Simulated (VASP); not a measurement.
# FeNi2 (Fd-3m) in VASP: a series of runs

Runs on FeNi2. Level: PBE. Tasks: single point.

All numbers are computed with VASP 6.6.1; they aren't measurements. Logs are shortened: lines on timing, memory, paths and dates and some standing lists are left out, and cuts for length are marked.

## 1. The cell of the first run

The structure is cubic, space group Fd-3m (No. 227). Conventional cell: a = 6.594 Å, b = 6.594 Å, c = 6.594 Å, α = 90.00°, β = 90.00°, γ = 90.00°. Ni (site symmetry -3m) has 6 Ni at 2.33 Å and 6 Fe at 2.73 Å within 3.1 Å. Within 3.6 Å of Fe (site symmetry -43m) lie 12 Ni at 2.73 Å and 4 Fe at 2.86 Å.

## 2. Single point, PBE, collinear spin, ferromagnetic start

Input file INCAR:

```
SYSTEM = FeNi2
  ALGO = Normal
  EDIFF = 1E-6
  ENCUT = 520
  GGA = PE
  ISIF = 2
  ISMEAR = -1
  ISPIN = 2
  LASPH = .TRUE.
  LCHARG = .FALSE.
  LMAXMIX = 4
  LORBIT = 11
  LREAL = .FALSE.
  LWAVE = .FALSE.
  MAGMOM = 1 1 1 1 3 3
  NBANDS = 41
  NELM = 150
  PREC = Accurate
  SIGMA = 0.05
```

Input file KPOINTS:

```
k-points
0
G
  7 7 7
  0 0 0
```

Input file POSCAR:

```
FeNi2
1.0
    0.0000000000      3.2967688970      3.2967688970
    3.2967688970      0.0000000000      3.2967688970
    3.2967688970      3.2967688970      0.0000000000
Ni Fe
4 2
Direct
    0.6250000000      0.6250000000      0.6250000000
    0.1250000000      0.6250000000      0.6250000000
    0.6250000000      0.1250000000      0.6250000000
    0.6250000000      0.6250000000      0.1250000000
    0.0000000000      0.0000000000      0.0000000000
    0.2500000000      0.2500000000      0.2500000000
```

Potentials or basis: VASP PAW PBE potentials, release 64 (Ni, Fe).

Started as:

```bash
$ cat potpaw_PBE.64/Ni/POTCAR potpaw_PBE.64/Fe/POTCAR > POTCAR
$ mpirun -np 1 vasp_std > vasp.out
```

OUTCAR:

```text
SYSTEM = FeNi2
   EDIFF = 1E-6
   ENCUT = 520
   GGA = PE
   ISIF = 2
   ISMEAR = -1
   ISPIN = 2
   LASPH = .TRUE.
   LORBIT = 11
   LREAL = .FALSE.
   NELM = 150
   PREC = Accurate

 ion  position               nearest neighbor table
   1  0.625  0.625  0.625-   2 2.33   3 2.33   4 2.33   4 2.33   3 2.33   2 2.33   6 2.73   5 2.73
                             6 2.73   5 2.73   6 2.73   5 2.73
   2  0.125  0.625  0.625-   1 2.33   4 2.33   3 2.33   1 2.33   3 2.33   4 2.33   5 2.73   6 2.73
                             5 2.73   5 2.73   6 2.73   6 2.73
   3  0.625  0.125  0.625-   1 2.33   4 2.33   1 2.33   2 2.33   4 2.33   2 2.33   5 2.73   6 2.73
                             5 2.73   6 2.73   6 2.73   5 2.73
   4  0.625  0.625  0.125-   1 2.33   1 2.33   2 2.33   3 2.33   3 2.33   2 2.33   6 2.73   5 2.73
                             6 2.73   5 2.73   6 2.73   5 2.73
   5  0.000  0.000  0.000-   1 2.73   3 2.73   4 2.73   1 2.73   2 2.73   4 2.73   1 2.73   2 2.73
                             3 2.73   2 2.73   3 2.73   4 2.73   6 2.86   6 2.86   6 2.86   6 2.86
   6  0.250  0.250  0.250-   2 2.73   3 2.73   4 2.73   1 2.73   2 2.73   3 2.73   1 2.73   2 2.73
                             4 2.73   1 2.73   3 2.73   4 2.73   5 2.86   5 2.86   5 2.86   5 2.86

  LATTYP: Found a face centered cubic cell.
 ALAT       =     6.5935377940

  Lattice vectors:

 A1 = (   0.0000000000,   3.2967688970,   3.2967688970)
 A2 = (   3.2967688970,   0.0000000000,   3.2967688970)
 A3 = (   3.2967688970,   3.2967688970,   0.0000000000)

Analysis of symmetry for initial positions (statically):
=====================================================================
 Subroutine PRICEL returns:
 Original cell was already a primitive cell.

 Routine SETGRP: Setting up the symmetry group for a
 face centered cubic supercell.

 Subroutine GETGRP returns: Found 48 space group operations
 (whereof 24 operations were pure point group operations)
 out of a pool of 48 trial point group operations.

The static configuration has the point symmetry T_d .
 The point group associated with its full space group is O_h .

Analysis of symmetry for dynamics (positions and initial velocities):
=====================================================================
 Subroutine PRICEL returns:
 Original cell was already a primitive cell.

 Routine SETGRP: Setting up the symmetry group for a
 face centered cubic supercell.

 Subroutine GETGRP returns: Found 48 space group operations
 (whereof 24 operations were pure point group operations)
 out of a pool of 48 trial point group operations.

The dynamic configuration has the point symmetry T_d .
 The point group associated with its full space group is O_h .

Analysis of structural, dynamic, and magnetic symmetry:
[... 157 lines left out ...]
  ---------------------------------------------------
  ext. energy  EPLUGINS =         0.00000000
  ---------------------------------------------------
  free energy    TOTEN  =       -37.73952163 eV

  energy without entropy =      -37.68043594  energy(sigma->0) =      -37.70997878

 E-fermi :   7.5449     XC(G=0): -12.7212

 val. band max:        7.5336150704   @ k =  -0.2857   0.1429   0.0000
 cond. band min:       7.5465759948   @ k =   0.4286   0.2857   0.1429
 fundamental gap:      0.0129609244
 Fermi energy:         7.5449305024

 spin component 1

 k-point     1 :       0.0000    0.0000    0.0000
  band No.  band energies     occupation
      1      -1.1594      1.00000
      2       2.3338      1.00000
      3       3.0788      1.00000
      4       3.0788      1.00000
      5       3.0788      1.00000
      6       3.8590      1.00000
[... 849 lines left out ...]
     39      17.6857      0.00000
     40      17.7959      0.00000
 Fermi energy:         7.5449305024

 spin component 2

 k-point     1 :       0.0000    0.0000    0.0000
  band No.  band energies     occupation
      1      -1.1581      1.00000
      2       2.7142      1.00000
      3       3.7554      1.00000
      4       3.7554      1.00000
      5       3.7554      1.00000
      6       4.3503      1.00000
[... 849 lines left out ...]
     39      18.0715      0.00000
     40      18.1797      0.00000
 [bands above 40 left out]

------------------------ aborting loop because EDIFF is reached ----------------------------------------

  FORCE on cell =-STRESS in cart. coord.  units (eV):
  Direction    XX          YY          ZZ          XY          YZ          ZX
  --------------------------------------------------------------------------------------
  -------------------------------------------------------------------------------------
  Total       -1.5436838     -1.5436838     -1.5436838     -0.0000000      0.0000000      0.0000000
  in kB      -34.5122616    -34.5122616    -34.5122616     -0.0000000      0.0000000      0.0000000
  external PRESSURE =     -34.5122616 kB  Pullay stress =       0.0000000 kB

 VOLUME and BASIS-vectors are now :
 -----------------------------------------------------------------------------
  energy-cutoff  :      520.00
  volume of cell :       71.66
      direct lattice vectors                 reciprocal lattice vectors
     0.000000000  3.296768897  3.296768897    -0.151663649  0.151663649  0.151663649
     3.296768897  0.000000000  3.296768897     0.151663649 -0.151663649  0.151663649
     3.296768897  3.296768897  0.000000000     0.151663649  0.151663649 -0.151663649

 POSITION                                       TOTAL-FORCE (eV/Angst)
 -----------------------------------------------------------------------------------
      4.12096      4.12096      4.12096        -0.000000      0.000000     -0.000000
      4.12096      2.47258      2.47258        -0.000000      0.000000     -0.000000
      2.47258      4.12096      2.47258        -0.000000      0.000000     -0.000000
      2.47258      2.47258      4.12096        -0.000000      0.000000     -0.000000
      0.00000      0.00000      0.00000         0.000000      0.000000      0.000000
      1.64838      1.64838      1.64838        -0.000000     -0.000000     -0.000000
 -----------------------------------------------------------------------------------
    total drift:                                0.000000      0.000000      0.000000

  FREE ENERGIE OF THE ION-ELECTRON SYSTEM (eV)
  ---------------------------------------------------
  free  energy   TOTEN  =       -37.7395216307 eV

  energy  without entropy=      -37.6804359351  energy(sigma->0) =      -37.70997878

 total charge

# of ion       s       p       d       tot
------------------------------------------
    1        0.534   0.531   8.344   9.409
    2        0.534   0.531   8.344   9.409
    3        0.534   0.531   8.344   9.409
    4        0.534   0.531   8.344   9.409
    5        0.376   0.371   6.051   6.798
    6        0.376   0.371   6.051   6.798
--------------------------------------------------
tot          2.889   2.865  45.476  51.230

 magnetization (x)

# of ion       s       p       d       tot
------------------------------------------
    1       -0.018  -0.061   0.611   0.532
    2       -0.018  -0.061   0.611   0.532
    3       -0.018  -0.061   0.611   0.532
    4       -0.018  -0.061   0.611   0.532
    5        0.001  -0.014   2.963   2.949
    6        0.001  -0.014   2.963   2.949
--------------------------------------------------
tot         -0.072  -0.273   8.371   8.026
```

stdout:

```text
POSCAR found type information on POSCAR NiFe
 POSCAR found :  2 types and       6 ions
 scaLAPACK will be used
 LDA part: xc-table for (Slater+PW92), standard interpolation
 POSCAR, INCAR and KPOINTS ok, starting setup
 FFT: planning ... GRIDC
 FFT: planning ... GRID_SOFT
 FFT: planning ... GRID
 WAVECAR not read
 entering main loop
```

Run time: 2.6 min. Hardware: 1 thread of Intel Xeon Platinum 8259CL at 2.50GHz (Skylake/Cascade Lake), shared host; peak memory 0.28 GiB.

Results:

- Free energy: -37.7395 eV
- Pressure: -3.5 GPa
- Net moment: 7.93 μB per cell
- Site moments: Ni +0.53; Fe +2.95 μB
- Valence electrons inside the program's atomic spheres: Ni 9.41; Fe 6.80

Levels at points of the mesh, in eV from the Fermi level:
Spin up:
| k point | band 28 | band 29 | band 30 | band 31 | band 32 | band 33 | band 34 | band 35 | band 36 | band 37 |
| --- | --- | --- | --- | --- | --- | --- | --- | --- | --- | --- |
| (0.00, 0.00, 0.00) | -0.85 | -0.21 | -0.21 | -0.21 | 0.99 | 2.63 | 2.63 | 2.63 | 5.97 | 5.97 |
Spin down:
| k point | band 21 | band 22 | band 23 | band 24 | band 25 | band 26 | band 27 | band 28 |
| --- | --- | --- | --- | --- | --- | --- | --- | --- |
| (0.00, 0.00, 0.00) | -0.65 | -0.65 | -0.65 | 0.33 | 0.33 | 0.33 | 0.61 | 0.61 |

Caveat: the cell stands under tension.

[end of part 1 of 2]
